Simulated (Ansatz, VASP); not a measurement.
Two plane-wave programs on BP

File POSCAR:

```
BP
1.0
    0.0000000000      2.3127539212      2.3127539212
    2.3127539212      0.0000000000      2.3127539212
    2.3127539212      2.3127539212      0.0000000000
B P
1 1
Direct
    0.0000000000      0.0000000000      0.0000000000
    0.2500000000      0.2500000000      0.2500000000
```

Contents of INCAR.step1:

```
SYSTEM = BP
PREC = Accurate
ENCUT = 520
ISMEAR = 0
SIGMA = 0.02
LREAL = .False.
LASPH = .True.
NELM = 80
NBANDS = 11
GGA = PE
ALGO = Normal
EDIFF = 1E-4
LWAVE = .True.
LCHARG = .False.
```

Contents of INCAR.step2:

```
SYSTEM = BP
PREC = Accurate
ENCUT = 520
EDIFF = 1E-6
ISMEAR = 0
SIGMA = 0.02
LREAL = .False.
LASPH = .True.
NELM = 80
ALGO = Normal
ISIF = 2
LWAVE = .False.
LCHARG = .True.
METAGGA = R2SCAN
LMIXTAU = .True.
LELF = .True.
LVHAR = .True.
NBANDS = 11
ISTART = 1
```

KPOINTS

```
Automatic mesh
0
Gamma
  10 10 10
  0 0 0
```

Input for Ansatz:

```yaml
crystal:
  lattice:
    - [0.0, 2.3127539219, 2.3127539219]
    - [2.3127539219, 0.0, 2.3127539219]
    - [2.3127539219, 2.3127539219, 0.0]
  atoms:
    - { symbol: B, position: [0.0, 0.0, 0.0] }
    - { symbol: P, position: [0.25, 0.25, 0.25] }
basis:
  ecutwfc: 500
kpoints:
  mp_grid: { grid: [10, 10, 10] }
hamiltonian:
  xc: r2scan
scf:
  occupations: { method: gaussian, width: 0.02 }
output:
  forces: true
  stress: true
  eigenvalues: true
```

Alike in both runs: task single point; functional r2SCAN; k mesh 10 × 10 × 10; occupations gaussian, width 0.02 eV; no spin polarisation.

|  | VASP | Ansatz |
| --- | --- | --- |
| version | VASP 6.6.1 | Ansatz 0.2.0 |
| potentials or method | VASP PAW PBE potentials, release 64 (B, P), cutoff 520 eV | scalar-relativistic, plane waves, PAW |
| valence electrons in the cell | 8 | 8 |

VASP gave:

- gap on the k mesh at the Fermi level (eV): 1.52
- least direct gap on the mesh (eV): 3.56
- pressure (GPa): -9.3

Q: Which values does Ansatz return?

A: gap on the k mesh at the Fermi level (eV): 1.49; least direct gap on the mesh (eV): 3.52; pressure (GPa): -8.8.

VASP's potentials were made for PBE, not for r2SCAN.
